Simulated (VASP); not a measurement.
# ZnPb6F (Fm-3m) in VASP: further runs

Runs on ZnPb6F. Level: PBE. Tasks: single point.

All numbers are computed with VASP 6.6.1; they aren't measurements. Logs are shortened: lines on timing, memory, paths and dates and some standing lists are left out, and cuts for length are marked.

### Step 1. The cell of the first run

It takes space group Fm-3m (No. 225, cubic). Conventional cell: a = 9.847 Å, b = 9.847 Å, c = 9.847 Å, α = 90.00°, β = 90.00°, γ = 90.00°. Within 3.7 Å of Zn (site symmetry m-3m) lie 6 Pb at 2.78 Å. Within 2.8 Å of Pb (site symmetry 4mm) lie 1 F at 2.15 Å and 1 Zn at 2.78 Å. Within 2.8 Å of F (site symmetry m-3m) lie 6 Pb at 2.15 Å.

The cell was built from a structure type or drawn by symmetry, and may not be a known phase.

### Step 2. Single point, PBE

Input file INCAR:

```
PREC = Accurate
ENCUT = 520
EDIFF = 1E-6
ISMEAR = 0
SIGMA = 0.1
LREAL = False
LASPH = True
NELM = 60
ALGO = Normal
ISIF = 2
LWAVE = False
LCHARG = False
GGA = PE
NBANDS = 62
```

Input file KPOINTS:

```
Automatic mesh
0
Gamma
  4 4 4
```

Input file POSCAR:

```
ZnPb6F
1.0
    0.0000000000      4.9236785900      4.9236785900
    4.9236785900      0.0000000000      4.9236785900
    4.9236785900      4.9236785900      0.0000000000
Zn Pb F
1 6 1
Direct
    0.0000000000      0.0000000000      0.0000000000
    0.7178528400      0.2821471600      0.2821471600
    0.2821471600      0.7178528400      0.7178528400
    0.2821471600      0.7178528400      0.2821471600
    0.7178528400      0.2821471600      0.7178528400
    0.2821471600      0.2821471600      0.7178528400
    0.7178528400      0.7178528400      0.2821471600
    0.5000000000      0.5000000000      0.5000000000
```

Potentials or basis: VASP PAW PBE potentials, release 64 (Zn, Pb_d, F).

Launch:

```bash
$ cat potpaw_PBE.64/Zn/POTCAR potpaw_PBE.64/Pb_d/POTCAR potpaw_PBE.64/F/POTCAR > POTCAR
$ mpirun -np 1 vasp_std > vasp.out
```

OUTCAR:

```text
PREC = Accurate
   ENCUT = 520
   EDIFF = 1E-6
   ISMEAR = 0
   LREAL = False
   LASPH = True
   NELM = 60
   ISIF = 2
   GGA = PE

 ion  position               nearest neighbor table
   1  0.000  0.000  0.000-   2 2.78   3 2.78   4 2.78   5 2.78   6 2.78   7 2.78
   2  0.718  0.282  0.282-   8 2.15   1 2.78   5 3.03   6 3.03   7 3.03   4 3.03   6 3.93   4 3.93
                             5 3.93   7 3.93
   3  0.282  0.718  0.718-   8 2.15   1 2.78   5 3.03   6 3.03   7 3.03   4 3.03   6 3.93   4 3.93
                             5 3.93   7 3.93
   4  0.282  0.718  0.282-   8 2.15   1 2.78   3 3.03   6 3.03   7 3.03   2 3.03   6 3.93   3 3.93
                             2 3.93   7 3.93
   5  0.718  0.282  0.718-   8 2.15   1 2.78   3 3.03   6 3.03   7 3.03   2 3.03   6 3.93   3 3.93
                             2 3.93   7 3.93
   6  0.282  0.282  0.718-   8 2.15   1 2.78   3 3.03   4 3.03   5 3.03   2 3.03   4 3.93   3 3.93
                             2 3.93   5 3.93
   7  0.718  0.718  0.282-   8 2.15   1 2.78   3 3.03   4 3.03   5 3.03   2 3.03   2 3.93   5 3.93
                             4 3.93   3 3.93
   8  0.500  0.500  0.500-   2 2.15   3 2.15   4 2.15   5 2.15   6 2.15   7 2.15

  LATTYP: Found a face centered cubic cell.
 ALAT       =     9.8473571800

  Lattice vectors:

 A1 = (   0.0000000000,   4.9236785900,   4.9236785900)
 A2 = (   4.9236785900,   0.0000000000,   4.9236785900)
 A3 = (   4.9236785900,   4.9236785900,   0.0000000000)

Analysis of symmetry for initial positions (statically):
=====================================================================
 Subroutine PRICEL returns:
 Original cell was already a primitive cell.

 Routine SETGRP: Setting up the symmetry group for a
 face centered cubic supercell.

 Subroutine GETGRP returns: Found 48 space group operations
 (whereof 48 operations were pure point group operations)
 out of a pool of 48 trial point group operations.

The static configuration has the point symmetry O_h .

Analysis of symmetry for dynamics (positions and initial velocities):
=====================================================================
 Subroutine PRICEL returns:
 Original cell was already a primitive cell.

 Routine SETGRP: Setting up the symmetry group for a
 face centered cubic supercell.

 Subroutine GETGRP returns: Found 48 space group operations
 (whereof 48 operations were pure point group operations)
 out of a pool of 48 trial point group operations.

The dynamic configuration has the point symmetry O_h .

 Subroutine INISYM returns: Found 48 space group operations
 (whereof 48 operations are pure point group operations),
 and found     1 'primitive' translations

----------------------------------------------------------------------------------------

                                     Primitive cell

  volume of cell :     238.7256

  direct lattice vectors                    reciprocal lattice vectors
     0.000000000  4.923678590  4.923678590    -0.101550089  0.101550089  0.101550089
     4.923678590  0.000000000  4.923678590     0.101550089 -0.101550089  0.101550089
     4.923678590  4.923678590  0.000000000     0.101550089  0.101550089 -0.101550089

  length of vectors
     6.963133039  6.963133039  6.963133039     0.175889914  0.175889914  0.175889914

  position of ions in fractional coordinates (direct lattice)
     0.000000000  0.000000000  0.000000000
     0.717852840  0.282147160  0.282147160
     0.282147160  0.717852840  0.717852840
     0.282147160  0.717852840  0.282147160
     0.717852840  0.282147160  0.717852840
     0.282147160  0.282147160  0.717852840
     0.717852840  0.717852840  0.282147160
     0.500000000  0.500000000  0.500000000

  ion indices of the primitive-cell ions
   primitive index   ion index
                 1           1
                 2           2
                 3           3
                 4           4
                 5           5
                 6           6
                 7           7
                 8           8

----------------------------------------------------------------------------------------

 KPOINTS: Automatic mesh

Automatic generation of k-mesh.
 Grid dimensions read from file:
 generate k-points for:    4    4    4

 Generating k-lattice:

  Cartesian coordinates                     Fractional coordinates (reciprocal lattice)
    -0.025387522  0.025387522  0.025387522     0.250000000  0.000000000  0.000000000
     0.025387522 -0.025387522  0.025387522     0.000000000  0.250000000  0.000000000
     0.025387522  0.025387522 -0.025387522     0.000000000  0.000000000  0.250000000

  Length of vectors
     0.043972479  0.043972479  0.043972479

  Shift w.r.t. Gamma in fractional coordinates (k-lattice)
     0.000000000  0.000000000  0.000000000

 Subroutine IBZKPT returns following result:
 ===========================================

 Found      8 irreducible k-points:

 Following reciprocal coordinates:
            Coordinates               Weight
  0.000000  0.000000  0.000000      1.000000
  0.250000  0.000000  0.000000      8.000000
  0.500000  0.000000  0.000000      4.000000
  0.250000  0.250000  0.000000      6.000000
  0.500000  0.250000  0.000000     24.000000
 -0.250000  0.250000  0.000000     12.000000
  0.500000  0.500000  0.000000      3.000000
 -0.250000  0.500000  0.250000      6.000000
   k-points           NKPTS =      8   k-points in BZ     NKDIM =      8   number of bands    NBANDS=     62
   number of dos      NEDOS =    301   number of ions     NIONS =      8
   total plane-waves  NPLWV = 157464
   dimension x,y,z NGX =    54 NGY =   54 NGZ =   54
   dimension x,y,z NGXF=   108 NGYF=  108 NGZF=  108
   ions per type =               1   6   1
   NGX,Y,Z   is equivalent  to a cutoff of  12.89, 12.89, 12.89 a.u.
   NGXF,Y,Z  is equivalent  to a cutoff of  25.79, 25.79, 25.79 a.u.
 SYSTEM =  unknown system
   PREC   = accura    normal or accurate (medium, high low for compatibility)
   ISTART =      0    job   : 0-new  1-cont  2-samecut
   ICHARG =      2    charge: 1-file 2-atom 10-const
   ISPIN  =      1    spin polarized calculation?
   LNONCOLLINEAR =      F non collinear calculations
   LSORBIT =      F    spin-orbit coupling
   LASPH  =      T    aspherical Exc in radial PAW
   ENCUT  =  520.0 eV  38.22 Ry    6.18 a.u.  12.95 12.95 12.95*2*pi/ulx,y,z
   NELM   =     60;   NELMIN=  2; NELMDL= -5     # of ELM steps
   EDIFF  = 0.1E-05   stopping-criterion for ELM
   LREAL  =      F    real-space projection
[... 7 lines left out ...]
   TEBEG  =    0.0;   TEEND  =   0.0 temperature during run
   PSTRESS=    0.0 pullay stress
   NELECT =     103.0000    total number of electrons
   NUPDOWN=      -1.0000    fix difference up-down
   EMIN   =  10.00;   EMAX   =-10.00  energy-range for DOS
   EFERMI =   0.00;   METHOD = LEGACY
   ISMEAR =     0;   SIGMA  =   0.10  broadening in eV -4-tet -1-fermi 0-gaus
   EFERMI_NEDOS =   21; number of points for ismear=-14 and -15
   IALGO  =     38    algorithm
   IMIX   =      4    mixing-type and parameters
     AMIX     =   0.40;   BMIX     =  1.00
     AMIX_MAG =   1.60;   BMIX_MAG =  1.00
  volume/ion in A,a.u.               =      29.84       201.38
  Fermi-wavevector in a.u.,A,eV,Ry     =   1.237051  2.337687 20.820924  1.530295
  Thomas-Fermi vector in A             =   2.371634
   LORBIT       =      0    0 simple, 1 ext, 2 COOP (PROOUT), +10 PAW based schemes
   GGA     = PE    functional components
   LHFCALC =     F    Hartree Fock is set to
   AEXX    =    0.0000 exact exchange contribution
   IVDW    =     0    specifies the selected vdW correction
   LEPSILON=     F    determine dielectric tensor
   LRPA    =     F    only Hartree local field effects (RPA)
 non-spin polarized calculation
 Gauss-broadening in eV      SIGMA  =   0.10
  energy-cutoff  :      520.00
  volume of cell :      238.73
 maximum number of plane-waves:      6442
 NGX is ok and might be reduce to    54
   NGX = 25   NGY = 25   NGZ = 25

 number of electron     103.0000011 magnetization

 Free energy of the ion-electron system (eV)
  ---------------------------------------------------
  ext. energy  EPLUGINS =         0.00000000
  ---------------------------------------------------
  free energy    TOTEN  =       -17.97692304 eV

  energy without entropy =      -17.95225480  energy(sigma->0) =      -17.96458892

 E-fermi :   5.4011     XC(G=0):  -9.1620

 val. band max:        5.1761989452   @ k =   0.5000   0.0000   0.0000
 cond. band min:       5.4715785581   @ k =  -0.2500   0.2500   0.0000
 fundamental gap:      0.2953796128
 Fermi energy:         5.4011499521

 k-point     1 :       0.0000    0.0000    0.0000
  band No.  band energies     occupation
      1     -23.6479      2.00000
      2     -12.6463      2.00000
      3     -12.6463      2.00000
      4     -12.6463      2.00000
      5     -12.3308      2.00000
      6     -12.3308      2.00000
[... 54 lines left out ...]
     61      10.5180      0.00000
     62      10.5180      0.00000

 k-point     2 :       0.2500    0.0000    0.0000
  band No.  band energies     occupation
      1     -23.6478      2.00000
      2     -12.6544      2.00000
      3     -12.6298      2.00000
      4     -12.6298      2.00000
      5     -12.3196      2.00000
      6     -12.3142      2.00000
[... 54 lines left out ...]
     61      10.7891      0.00000
     62      10.7892      0.00000

 k-point     3 :       0.5000    0.0000    0.0000
  band No.  band energies     occupation
      1     -23.6476      2.00000
      2     -12.6624      2.00000
      3     -12.6127      2.00000
      4     -12.6127      2.00000
      5     -12.3075      2.00000
      6     -12.2964      2.00000
[... 314 lines left out ...]
     61       9.7451      0.00000
     62      10.4940      0.00000

 k-point     8 :      -0.2500    0.5000    0.2500
  band No.  band energies     occupation
      1     -23.6474      2.00000
      2     -12.6269      2.00000
      3     -12.6137      2.00000
      4     -12.6137      2.00000
      5     -12.2990      2.00000
      6     -12.2990      2.00000
[... 54 lines left out ...]
     61       9.7417      0.00000
     62       9.7417      0.00000

------------------------ aborting loop because EDIFF is reached ----------------------------------------

  FORCE on cell =-STRESS in cart. coord.  units (eV):
  Direction    XX          YY          ZZ          XY          YZ          ZX
  --------------------------------------------------------------------------------------
  -------------------------------------------------------------------------------------
  Total       27.7537509     27.7537509     27.7537509     -0.0000000     -0.0000000      0.0000000
  in kB      186.2658283    186.2658283    186.2658283     -0.0000000     -0.0000000      0.0000000
  external PRESSURE =     186.2658283 kB  Pullay stress =       0.0000000 kB

 VOLUME and BASIS-vectors are now :
 -----------------------------------------------------------------------------
  energy-cutoff  :      520.00
  volume of cell :      238.73
      direct lattice vectors                 reciprocal lattice vectors
     0.000000000  4.923678590  4.923678590    -0.101550089  0.101550089  0.101550089
     4.923678590  0.000000000  4.923678590     0.101550089 -0.101550089  0.101550089
     4.923678590  4.923678590  0.000000000     0.101550089  0.101550089 -0.101550089

 POSITION                                       TOTAL-FORCE (eV/Angst)
 -----------------------------------------------------------------------------------
      0.00000      0.00000      0.00000        -0.000000     -0.000000     -0.000000
      2.77840      4.92368      4.92368        -5.481925     -0.000000     -0.000000
      7.06895      4.92368      4.92368         5.481925     -0.000000     -0.000000
      4.92368      2.77840      4.92368        -0.000000     -5.481925     -0.000000
      4.92368      7.06895      4.92368        -0.000000      5.481925     -0.000000
      4.92368      4.92368      2.77840        -0.000000     -0.000000     -5.481925
      4.92368      4.92368      7.06895        -0.000000     -0.000000      5.481925
      4.92368      4.92368      4.92368        -0.000000     -0.000000     -0.000000
 -----------------------------------------------------------------------------------
    total drift:                               -0.000000     -0.000000      0.000000

  FREE ENERGIE OF THE ION-ELECTRON SYSTEM (eV)
  ---------------------------------------------------
  free  energy   TOTEN  =       -17.9769230399 eV

  energy  without entropy=      -17.9522547974  energy(sigma->0) =      -17.96458892
```

Wall time 2.2 min (1 thread of Intel Xeon 6975P-C (Granite Rapids), shared host); peak memory 0.44 GiB.

What came out:

```yaml
Free_energy: -17.9769 eV
Pressure: 18.6 GPa
Largest_force: 5.482 eV/Å
Band_gap_on_the_k_mesh: zero (an odd number of electrons rules out a gap without spin polarisation)
```

Forces on the atoms (eV/Å):
```
Zn   0.000  0.000  0.000
Pb  -5.482  0.000  0.000
Pb   5.482  0.000  0.000
Pb   0.000 -5.482  0.000
Pb   0.000  5.482  0.000
Pb   0.000  0.000 -5.482
Pb   0.000  0.000  5.482
F    0.000  0.000  0.000
```

Caveat: the cell stands under pressure; spin-orbit coupling is left out, which moves the levels of the heavy elements; an odd number of electrons without spin polarisation forces a metal; a magnetic or distorted state may lie lower.

[end of part 1 of 2]
